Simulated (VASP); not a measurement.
# Ir (Fm-3m) in VASP: a series of runs

Ir is run at these levels: LDA; tasks: single point, relaxation of cell and atoms.

Everything below comes from runs of VASP 6.6.1. Logs are shortened: lines on timing, memory, paths and dates and some standing lists are left out, and cuts for length are marked.

## 1. The cell of the first run

Symmetry: Fm-3m, No. 225, cubic system. The conventional cell has a = 3.811 Å, b = 3.811 Å, c = 3.811 Å, α = 90.00°, β = 90.00°, γ = 90.00°. Within 3.6 Å of Ir (site symmetry m-3m) lie 12 Ir at 2.69 Å.

## 2. Single point, LDA

The input, INCAR:

```
SYSTEM = Ir
PREC     = Accurate       ! precision mode
ENCUT    = 520            ! plane-wave cutoff, eV
EDIFF    = 1E-7           ! SCF threshold, eV
ISMEAR   = 0              ! smearing method
SIGMA    = 0.1            ! smearing width, eV
LREAL    = .FALSE.        ! projectors in reciprocal space
LASPH    = .TRUE.         ! aspherical terms in the spheres
NELM     = 60             ! most SCF steps
ALGO     = Normal         ! electronic algorithm
ISIF     = 2              ! what is computed and relaxed
LWAVE    = .FALSE.        ! write WAVECAR
LCHARG   = .FALSE.        ! write CHGCAR
NBANDS   = 10             ! bands
```

The input, KPOINTS:

```
regular mesh
0
G
  18 18 18
  0 0 0
```

The input, POSCAR:

```
Ir
1.0
    0.0000000000      1.9054060579      1.9054060579
    1.9054060579      0.0000000000      1.9054060579
    1.9054060579      1.9054060579      0.0000000000
Ir
1
Direct
    0.0000000000      0.0000000000      0.0000000000
```

Potentials or basis: VASP PAW LDA potentials, release 64 (Ir).

Command:

```bash
> cat potpaw_LDA.64/Ir/POTCAR > POTCAR
> mpirun -np 1 vasp_std > vasp.out
```

OUTCAR:

```text
SYSTEM = Ir
   PREC = Accurate
   ENCUT = 520
   EDIFF = 1E-7
   ISMEAR = 0
   LREAL = .FALSE.
   LASPH = .TRUE.
   NELM = 60
   ISIF = 2

 ion  position               nearest neighbor table
   1  0.000  0.000  0.000-

  LATTYP: Found a face centered cubic cell.
 ALAT       =     3.8108121158

  Lattice vectors:

 A1 = (   0.0000000000,   1.9054060579,   1.9054060579)
 A2 = (   1.9054060579,   0.0000000000,   1.9054060579)
 A3 = (   1.9054060579,   1.9054060579,   0.0000000000)

Analysis of symmetry for initial positions (statically):
=====================================================================
 Subroutine PRICEL returns:
 Original cell was already a primitive cell.

 Routine SETGRP: Setting up the symmetry group for a
 face centered cubic supercell.

 Subroutine GETGRP returns: Found 48 space group operations
 (whereof 48 operations were pure point group operations)
 out of a pool of 48 trial point group operations.

The static configuration has the point symmetry O_h .

Analysis of symmetry for dynamics (positions and initial velocities):
=====================================================================
 Subroutine PRICEL returns:
 Original cell was already a primitive cell.

 Routine SETGRP: Setting up the symmetry group for a
 face centered cubic supercell.

 Subroutine GETGRP returns: Found 48 space group operations
 (whereof 48 operations were pure point group operations)
 out of a pool of 48 trial point group operations.

The dynamic configuration has the point symmetry O_h .

 Subroutine INISYM returns: Found 48 space group operations
 (whereof 48 operations are pure point group operations),
 and found     1 'primitive' translations

----------------------------------------------------------------------------------------

                                     Primitive cell

  volume of cell :      13.8354

  direct lattice vectors                    reciprocal lattice vectors
     0.000000000  1.905406058  1.905406058    -0.262411258  0.262411258  0.262411258
     1.905406058  0.000000000  1.905406058     0.262411258 -0.262411258  0.262411258
     1.905406058  1.905406058  0.000000000     0.262411258  0.262411258 -0.262411258

  length of vectors
     2.694651089  2.694651089  2.694651089     0.454509631  0.454509631  0.454509631

  position of ions in fractional coordinates (direct lattice)
     0.000000000  0.000000000  0.000000000

  ion indices of the primitive-cell ions
   primitive index   ion index
                 1           1

----------------------------------------------------------------------------------------

 KPOINTS: regular mesh

Automatic generation of k-mesh.
 Grid dimensions read from file:
 generate k-points for:   18   18   18

 Generating k-lattice:

  Cartesian coordinates                     Fractional coordinates (reciprocal lattice)
    -0.014578403  0.014578403  0.014578403     0.055555556  0.000000000  0.000000000
     0.014578403 -0.014578403  0.014578403     0.000000000  0.055555556  0.000000000
     0.014578403  0.014578403 -0.014578403     0.000000000  0.000000000  0.055555556

  Length of vectors
     0.025250535  0.025250535  0.025250535

  Shift w.r.t. Gamma in fractional coordinates (k-lattice)
     0.000000000  0.000000000  0.000000000

 Subroutine IBZKPT returns following result:
 ===========================================

 Found    195 irreducible k-points:

 Following reciprocal coordinates:
            Coordinates               Weight
  0.000000  0.000000  0.000000      1.000000
  0.055556  0.000000  0.000000      8.000000
  0.111111  0.000000  0.000000      8.000000
  0.166667  0.000000  0.000000      8.000000
  0.222222  0.000000  0.000000      8.000000
  0.277778  0.000000  0.000000      8.000000
[... 16 lines left out ...]
 -0.277778  0.055556  0.000000     24.000000
 -0.222222  0.055556  0.000000     24.000000
 [... further k-points ...]
   k-points           NKPTS =    195   k-points in BZ     NKDIM =    195   number of bands    NBANDS=     10
   number of dos      NEDOS =    301   number of ions     NIONS =      1
   total plane-waves  NPLWV =   8000
   dimension x,y,z NGX =    20 NGY =   20 NGZ =   20
   dimension x,y,z NGXF=    40 NGYF=   40 NGZF=   40
   ions per type =               1
   NGX,Y,Z   is equivalent  to a cutoff of  12.34, 12.34, 12.34 a.u.
   NGXF,Y,Z  is equivalent  to a cutoff of  24.68, 24.68, 24.68 a.u.
 SYSTEM =  Ir
   PREC   = accura    normal or accurate (medium, high low for compatibility)
   ISTART =      0    job   : 0-new  1-cont  2-samecut
   ICHARG =      2    charge: 1-file 2-atom 10-const
   ISPIN  =      1    spin polarized calculation?
   LNONCOLLINEAR =      F non collinear calculations
   LSORBIT =      F    spin-orbit coupling
   LASPH  =      T    aspherical Exc in radial PAW
   ENCUT  =  520.0 eV  38.22 Ry    6.18 a.u.   5.01  5.01  5.01*2*pi/ulx,y,z
   NELM   =     60;   NELMIN=  2; NELMDL= -5     # of ELM steps
   EDIFF  = 0.1E-06   stopping-criterion for ELM
   LREAL  =      F    real-space projection
   EDIFFG = 0.1E-05   stopping-criterion for IOM
   NSW    =      0    number of steps for IOM
   IBRION =     -1    ionic relax: 0-MD 1-quasi-New 2-CG
   NFREE  =      0    steps in history (QN), initial steepest desc. (CG)
   ISIF   =      2    stress and relaxation
   ISYM   =      2    0-nonsym 1-usesym 2-fastsym
   POTIM  = 0.5000    time-step for ionic-motion
   TEBEG  =    0.0;   TEEND  =   0.0 temperature during run
   PSTRESS=    0.0 pullay stress
   NELECT =       9.0000    total number of electrons
   NUPDOWN=      -1.0000    fix difference up-down
   EMIN   =  10.00;   EMAX   =-10.00  energy-range for DOS
   EFERMI =   0.00;   METHOD = LEGACY
   ISMEAR =     0;   SIGMA  =   0.10  broadening in eV -4-tet -1-fermi 0-gaus
   EFERMI_NEDOS =   21; number of points for ismear=-14 and -15
   IALGO  =     38    algorithm
   IMIX   =      4    mixing-type and parameters
     AMIX     =   0.40;   BMIX     =  1.00
     AMIX_MAG =   1.60;   BMIX_MAG =  1.00
  volume/ion in A,a.u.               =      13.84        93.37
  Fermi-wavevector in a.u.,A,eV,Ry     =   1.418485  2.680548 27.376284  2.012100
  Thomas-Fermi vector in A             =   2.539606
   LORBIT       =      0    0 simple, 1 ext, 2 COOP (PROOUT), +10 PAW based schemes
   GGA     = CA    functional components
   LHFCALC =     F    Hartree Fock is set to
   AEXX    =    0.0000 exact exchange contribution
   IVDW    =     0    specifies the selected vdW correction
   LEPSILON=     F    determine dielectric tensor
   LRPA    =     F    only Hartree local field effects (RPA)
 non-spin polarized calculation
 Gauss-broadening in eV      SIGMA  =   0.10
  energy-cutoff  :      520.00
  volume of cell :       13.84
 maximum number of plane-waves:       388
   NGX =  9   NGY =  9   NGZ =  9

 number of electron       9.0000001 magnetization

 Free energy of the ion-electron system (eV)
  ---------------------------------------------------
  ext. energy  EPLUGINS =         0.00000000
  ---------------------------------------------------
  free energy    TOTEN  =       -10.32849295 eV

  energy without entropy =      -10.32360401  energy(sigma->0) =      -10.32604848

 E-fermi :  10.7419     XC(G=0): -14.2685

 val. band max:       10.7344231160   @ k =   0.5000   0.2222   0.1111
 cond. band min:      10.7554518134   @ k =   0.3333   0.1111   0.0556
 fundamental gap:      0.0210286974
 Fermi energy:        10.7419114920

 k-point     1 :       0.0000    0.0000    0.0000
  band No.  band energies     occupation
      1      -0.6395      2.00000
      2       6.6551      2.00000
      3       6.6551      2.00000
      4       6.6551      2.00000
      5       9.4795      2.00000
      6       9.4795      2.00000
      7      25.0036      0.00000
      8      30.6767      0.00000
      9      30.6767      0.00000
     10      30.6767      0.00000

 k-point     2 :       0.0556    0.0000    0.0000
  band No.  band energies     occupation
      1      -0.4983      2.00000
      2       6.5786      2.00000
      3       6.7173      2.00000
      4       6.7173      2.00000
      5       9.4382      2.00000
      6       9.4382      2.00000
      7      25.2515      0.00000
      8      29.9365      0.00000
      9      30.9122      0.00000
     10      30.9122      0.00000

 k-point     3 :       0.1111    0.0000    0.0000
  band No.  band energies     occupation
      1      -0.0899      2.00000
      2       6.3833      2.00000
      3       6.8804      2.00000
      4       6.8804      2.00000
      5       9.3475      2.00000
      6       9.3475      2.00000
      7      25.9323      0.00000
      8      28.4862      0.00000
      9      31.5973      0.00000
     10      31.5973      0.00000

 k-point     4 :       0.1667    0.0000    0.0000
  band No.  band energies     occupation
      1       0.5335      2.00000
      2       6.1650      2.00000
      3       7.0646      2.00000
      4       7.0646      2.00000
      5       9.3104      2.00000
      6       9.3104      2.00000
      7      26.6296      0.00000
      8      27.1690      0.00000
      9      32.6695      0.00000
     10      32.6695      0.00000
[... 222 lines left out ...]
 k-point    22 :      -0.3333    0.0556    0.0000
  band No.  band energies     occupation
      1       2.4321      2.00000
      2       6.7619      2.00000
      3       6.9074      2.00000
      4       7.2510      2.00000
      5      10.3134      2.00000
      6      11.2594      0.00000
      7      21.6427      0.00000
      8      26.1158      0.00000
      9      31.6795      0.00000
     10      33.7571      0.00000

 k-point    23 :      -0.2778    0.0556    0.0000
  band No.  band energies     occupation
      1       2.1706      2.00000
      2       6.3637      2.00000
      3       6.9863      2.00000
      4       7.0945      2.00000
      5       9.6647      2.00000
      6      10.6236      1.90570
      7      23.4036      0.00000
      8      27.1849      0.00000
      9      32.7760      0.00000
     10      34.7008      0.00000

 k-point    24 :      -0.2222    0.0556    0.0000
  band No.  band energies     occupation
      1       1.6120      2.00000
      2       5.9853      2.00000
      3       7.1361      2.00000
      4       7.2284      2.00000
      5       9.1645      2.00000
      6      10.0627      2.00000
      7      24.9804      0.00000
      8      27.8266      0.00000
      9      33.0082      0.00000
     10      34.2407      0.00000

 [... further k-points ...]

------------------------ aborting loop because EDIFF is reached ----------------------------------------

  FORCE on cell =-STRESS in cart. coord.  units (eV):
  Direction    XX          YY          ZZ          XY          YZ          ZX
  --------------------------------------------------------------------------------------
  -------------------------------------------------------------------------------------
  Total        0.2292861      0.2292861      0.2292861      0.0000000      0.0000000     -0.0000000
  in kB       26.5519005     26.5519005     26.5519005      0.0000000      0.0000000     -0.0000000
  external PRESSURE =      26.5519005 kB  Pullay stress =       0.0000000 kB

 VOLUME and BASIS-vectors are now :
 -----------------------------------------------------------------------------
  energy-cutoff  :      520.00
  volume of cell :       13.84
      direct lattice vectors                 reciprocal lattice vectors
     0.000000000  1.905406058  1.905406058    -0.262411258  0.262411258  0.262411258
     1.905406058  0.000000000  1.905406058     0.262411258 -0.262411258  0.262411258
     1.905406058  1.905406058  0.000000000     0.262411258  0.262411258 -0.262411258

 POSITION                                       TOTAL-FORCE (eV/Angst)
 -----------------------------------------------------------------------------------
      0.00000      0.00000      0.00000        -0.000000     -0.000000      0.000000
 -----------------------------------------------------------------------------------
    total drift:                                0.000000      0.000000     -0.000000

  FREE ENERGIE OF THE ION-ELECTRON SYSTEM (eV)
  ---------------------------------------------------
  free  energy   TOTEN  =       -10.3284929540 eV

  energy  without entropy=      -10.3236040147  energy(sigma->0) =      -10.32604848
```

Run time: 17 s. Hardware: 1 thread of Intel Xeon Platinum 8259CL at 2.50GHz (Skylake/Cascade Lake), shared host; peak memory 0.14 GiB.

Results:

```yaml
Free_energy: -10.3285 eV
Pressure: 2.7 GPa
```

Caveat: spin-orbit coupling is left out, which moves the levels of the heavy elements.

## 3. Relaxation of cell and atoms, LDA

This run uses another cell than the first one, of 14.15 Å³/atom, 1.023 times its volume.

The input, INCAR:

```
SYSTEM = Ir
PREC = Accurate ; ENCUT = 600
EDIFF = 1E-7 ; ISMEAR = 0
SIGMA = 0.1 ; LREAL = .FALSE.
LASPH = .TRUE. ; NELM = 60
ALGO = Normal ; ISIF = 3
LWAVE = .FALSE. ; LCHARG = .FALSE.
IBRION = 2 ; NSW = 100
EDIFFG = -0.005
```

KPOINTS is that of step 2.

The input, POSCAR:

```
Ir
1.0
    0.0000000000      1.9197000000      1.9197000000
    1.9197000000      0.0000000000      1.9197000000
    1.9197000000      1.9197000000      0.0000000000
Ir
1
Direct
    0.0000000000      0.0000000000      0.0000000000
```

Potentials or basis: VASP PAW LDA potentials, release 64 (Ir).

Command:

```bash
> cat potpaw_LDA.64/Ir/POTCAR > POTCAR
> mpirun -np 1 vasp_std > vasp.out
```

Wall time 44 s (1 thread of Intel Xeon Platinum 8259CL at 2.50GHz (Skylake/Cascade Lake), shared host); peak memory 0.17 GiB.

Results (log left out):

```yaml
Free_energy: -10.3294 eV
Relaxed_volume: 13.93 Å³/atom
Relaxed_cell: a = 2.701 Å, b = 2.701 Å, c = 2.701 Å, α = 60.00°, β = 60.00°, γ = 60.00°
Space_group_after_relaxing_to_0.05_Å: Fm-3m (No. 225)
Energy_gained_by_relaxing: 4.3 meV/atom
Ionic_steps: 4
Pressure_after_relaxing: 0.0 GPa
```

Step by step:
```csv
step,energy change (eV),largest force (eV/Å),pressure (GPa),volume (Å³)
1,0.0000,0.0000,-6.11,14.15
2,0.0711,0.0000,30.07,13.07
3,-0.0043,0.0000,-0.19,13.93
4,-0.0043,0.0000,-0.02,13.93
```

Final structure:
```
CELL_PARAMETERS angstrom
0.00000 1.90968 1.90968
1.90968 0.00000 1.90968
1.90968 1.90968 0.00000
ATOMIC_POSITIONS crystal
Ir 0.00000 0.00000 0.00000
```

Levels at points of the mesh, in eV from the Fermi level:
```tsv
k point	band 1	band 2	band 3	band 4	band 5	band 6	band 7	band 8
(0.00, 0.00, 0.00)	-11.31	-4.04	-4.04	-4.04	-1.25	-1.25	14.28	19.91
(0.50, 0.00, 0.00)	-8.32	-4.14	-4.14	-0.79	0.89	0.89	7.39	13.82
(0.50, 0.50, 0.00)	-8.13	-7.57	0.88	1.48	1.48	1.71	10.70	11.74
```

Caveat: spin-orbit coupling is left out, which moves the levels of the heavy elements.
